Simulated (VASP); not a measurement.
Mg2SO: single point with PBE

Crystal: Mg2SO.

```
O Mg S
1.0
     3.64871    0.00000    0.00000
     0.00000    3.64871    0.00000
     0.00000    0.00000    4.93424
O Mg S
1 2 1
Cartesian
  0.0000 0.0000 0.0000
  0.0000 1.8244 3.9900
  1.8244 0.0000 0.9442
  1.8244 1.8244 2.4671
```

* Program: VASP 6.6.1
* Task: single point
* Functional: PBE
* Potentials or basis: VASP PAW PBE potentials, release 64 (O, Mg, S)
* Cutoff: 520 eV
* k mesh: 6 × 6 × 4
* Occupations: gaussian, width 0.01 eV
* Spin: no spin polarisation

The pressure is 2.3 GPa, the largest force is 0.056 eV/Å and the band gap on the k mesh is 1.58 eV (least direct gap 1.75 eV).

Forces on the atoms (eV/Å):
```
O    0.000  0.000  0.000
Mg   0.000  0.000  0.056
Mg   0.000  0.000 -0.056
S    0.000  0.000  0.000
```

Stress tensor (GPa, compression positive):
```
2.33 0.00 0.00
0.00 2.33 0.00
0.00 0.00 2.16
```

Levels at points of the mesh, in eV from the valence-band top:
| k point | band 4 | band 5 | band 6 | band 7 | band 8 | band 9 | band 10 | band 11 | band 12 | band 13 |
| --- | --- | --- | --- | --- | --- | --- | --- | --- | --- | --- |
| (0.00, 0.00, 0.00) | -2.35 | -2.35 | -0.80 | -0.17 | -0.17 | 1.58 | 4.94 | 6.63 | 9.81 | 9.81 |
| (0.50, 0.00, 0.00) | -3.00 | -2.12 | -2.03 | -2.00 | -0.05 | 4.32 | 6.55 | 7.39 | 7.59 | 9.20 |
| (0.50, 0.50, 0.00) | -3.71 | -1.76 | -1.60 | -1.60 | -1.55 | 3.12 | 4.38 | 6.93 | 6.93 | 9.54 |
| (0.00, 0.00, 0.50) | -2.25 | -2.25 | -2.14 | -0.34 | -0.34 | 4.50 | 5.86 | 7.28 | 8.34 | 9.33 |
| (0.50, 0.00, 0.50) | -3.65 | -2.10 | -1.13 | -0.97 | 0.00 | 4.26 | 6.50 | 7.36 | 8.51 | 8.70 |
| (0.50, 0.50, 0.50) | -3.19 | -2.35 | -2.35 | -2.29 | -1.98 | 5.55 | 5.83 | 6.79 | 6.79 | 9.94 |

Run time: 14 s on 1 thread of Intel(R) Xeon(R) 6975P-C (Granite Rapids) (shared host), peak memory 0.19 GiB.

A k mesh can miss the band edges.
